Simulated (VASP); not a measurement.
Wanted: the native input for a VASP 6.6.1 run.

```
Task                   : single point
Functional             : r2SCAN
Potentials or basis    : VASP PAW PBE potentials, release 64 (Sb)
Cutoff                 : 520 eV
k mesh                 : 5 × 5 × 5
Occupations            : gaussian, width 0.05 eV
Spin                   : no spin polarisation
Dipole correction      : no
Further INCAR settings : ALGO = Normal; EDIFF = 1e-07; NBANDS = 12
```

The system is Sb.

```
Sb
1.0
     0.00000    3.44572    3.44572
     3.44572    0.00000    3.44572
     3.44572    3.44572    0.00000
Sb
2
Direct
  0.00000 0.00000 0.00000
  0.25000 0.25000 0.25000
```

One way to write it, as run:

POSCAR

```
Sb
1.0
    0.0000000000      3.4457231122      3.4457231122
    3.4457231122      0.0000000000      3.4457231122
    3.4457231122      3.4457231122      0.0000000000
Sb
2
Direct
    0.0000000000      0.0000000000      0.0000000000
    0.2500000000      0.2500000000      0.2500000000
```

INCAR.step1

```
SYSTEM = Sb
  ALGO = Normal
  EDIFF = 1E-4
  ENCUT = 520
  GGA = PE
  ISMEAR = 0
  LASPH = .TRUE.
  LCHARG = .FALSE.
  LREAL = .FALSE.
  LWAVE = .TRUE.
  NBANDS = 12
  NELM = 60
  PREC = Accurate
  SIGMA = 0.05
```

INCAR.step2

```
SYSTEM = Sb
  ALGO = Normal
  EDIFF = 1E-7
  ENCUT = 520
  ISIF = 2
  ISMEAR = 0
  ISTART = 1
  LASPH = .TRUE.
  LCHARG = .FALSE.
  LMIXTAU = .TRUE.
  LREAL = .FALSE.
  LWAVE = .FALSE.
  METAGGA = R2SCAN
  NBANDS = 12
  NELM = 60
  PREC = Accurate
  SIGMA = 0.05
```

KPOINTS

```
k-points
0
G
  5 5 5
  0 0 0
```

Potentials or basis: VASP PAW PBE potentials, release 64 (Sb).

The run is started by

```sh
$ cat potpaw_PBE.64/Sb/POTCAR > POTCAR
$ cp INCAR.step1 INCAR
$ mpirun -np 1 vasp_std > vasp.out
$ cp INCAR.step2 INCAR
$ mpirun -np 1 vasp_std > vasp.out
```

Results of the run:

The pressure is 0.6 GPa and the band gap on the k mesh is zero (band 5 reaches 4.42 eV, above the bottom of band 6 at 3.88 eV).

Caveat: the PAW data sets were made with another functional, which shifts forces and pressure a little; spin-orbit coupling is left out, which moves the levels of the heavy elements.

Wall time 80 s on 1 thread of AMD EPYC 7R13, on a shared host, peak memory 0.18 GiB.
